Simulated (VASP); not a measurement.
The system is SiC.

```
Si C
1.0
     5.10351    0.00000    0.00000
     0.00000    3.11761    0.00000
     0.00000    0.00000    5.24037
Si C
4 4
Direct
  0.82107 0.75000 0.40954
  0.67893 0.25000 0.90954
  0.32107 0.75000 0.09046
  0.17893 0.25000 0.59046
  0.82107 0.25000 0.59046
  0.67893 0.75000 0.09046
  0.32107 0.25000 0.90954
  0.17893 0.75000 0.40954
```

The cell was built from a structure type or drawn by symmetry, and may not be a known phase.

| Property | Result |
| --- | --- |
| Program | VASP 6.6.1 |
| Task | relaxation of cell and atoms |
| Functional | PBE |
| Potentials or basis | VASP PAW PBE potentials, release 64 (Si, C) |
| Cutoff | 600 eV |
| k mesh | 4 × 6 × 4 |
| Occupations | gaussian, width 0.1 eV |
| Spin | no spin polarisation |

At the start: pressure 25.6 GPa; volume 10.42 Å³/atom.

Problem. How do energy, volume and symmetry change on relaxing?

Solution. Over 26 steps the energy falls by 184.6 meV/atom and the volume is 11.99 Å³/atom (+15.0 %); space group Pnma (No. 62, to 0.1 Å) before and after.

The path:
```tsv
step	energy change (eV)	largest force (eV/Å)	pressure (GPa)	volume (Å³)
1	0.0000	3.1419	25.57	83.38
2	0.6960	3.5068	-16.15	104.94
3	-1.0273	1.4260	1.30	91.51
4	-1.0312	1.3590	2.16	91.11
5	-1.1427	0.9818	-4.39	95.16
6	-1.1918	0.7407	-2.40	93.66
7	-1.3105	0.4557	0.12	92.97
8	-1.3337	0.4050	1.76	92.52
9	-1.3871	0.5755	0.01	93.82
10	-1.3924	0.7028	-0.70	94.40
11	-1.4247	0.4192	-0.82	94.84
12	-1.4467	0.1678	-1.01	95.56
13	-1.4585	0.0817	-0.28	95.29
14	-1.4621	0.1035	0.44	95.03
15	-1.4638	0.0822	0.17	95.19
16	-1.4644	0.1133	-0.12	95.36
17	-1.4657	0.0984	-0.18	95.43
18	-1.4679	0.0850	-0.35	95.63
19	-1.4681	0.0967	-0.43	95.72
20	-1.4698	0.0877	-0.23	95.66
21	-1.4730	0.0797	0.36	95.49
22	-1.4721	0.0859	1.49	95.13
23	-1.4738	0.0816	0.84	95.34
24	-1.4756	0.0494	0.43	95.58
25	-1.4760	0.0628	0.11	95.78
26	-1.4765	0.0332	-0.07	95.90
```

Final structure:
```xyz
8
Lattice="5.8839 0.0000 0.0000 0.0000 3.1403 0.0000 0.0000 0.0000 5.1902" Properties=species:S:1:pos:R:3 pbc="T T T"
Si    4.9526    2.3552    2.0946
Si    3.8733    0.7851    4.6897
Si    2.0106    2.3552    0.5005
Si    0.9313    0.7851    3.0957
C     4.8617    0.7851    3.1383
C     3.9641    2.3552    0.5432
C     1.9198    0.7851    4.6471
C     1.0222    2.3552    2.0519
```

Caveat: the volume moved by over 15 % at a fixed basis, so the end points are rough.
